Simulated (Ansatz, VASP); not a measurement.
**C: VASP beside Ansatz**

```
C
1.0
     1.22803    0.70900    3.34701
    -1.22803    0.70900    3.34701
     0.00000   -1.41800    3.34701
C
2
Cartesian
  0.0000 0.0000 1.6467
  0.0000 0.0000 8.3943
```

Alike in both runs: task single point; functional PBE; k mesh 8 × 8 × 8; occupations fermi-dirac, width 0.03 eV; no spin polarisation.

|  | VASP | Ansatz |
| --- | --- | --- |
| version | VASP 6.6.1 | Ansatz 0.2.0 |
| potentials or method | VASP PAW PBE potentials, release 64 (C), cutoff 520 eV | all-electron LAPW, scalar-relativistic |

```csv
,VASP,Ansatz,Ansatz less VASP
gap on the k mesh at the Fermi level (eV),1.42,1.42,0.000
pressure (GPa),4.8,4.3,-0.52
"traceless stress, the component that is largest in VASP (GPa)",-1.86,-1.24,+0.613
rms of the force components (eV/Å),0.503,0.506,+0.0027
```

Atom by atom the forces differ by 0.003 eV/Å (rms over components). Ansatz ran all-electron here, and VASP with PAW potentials.
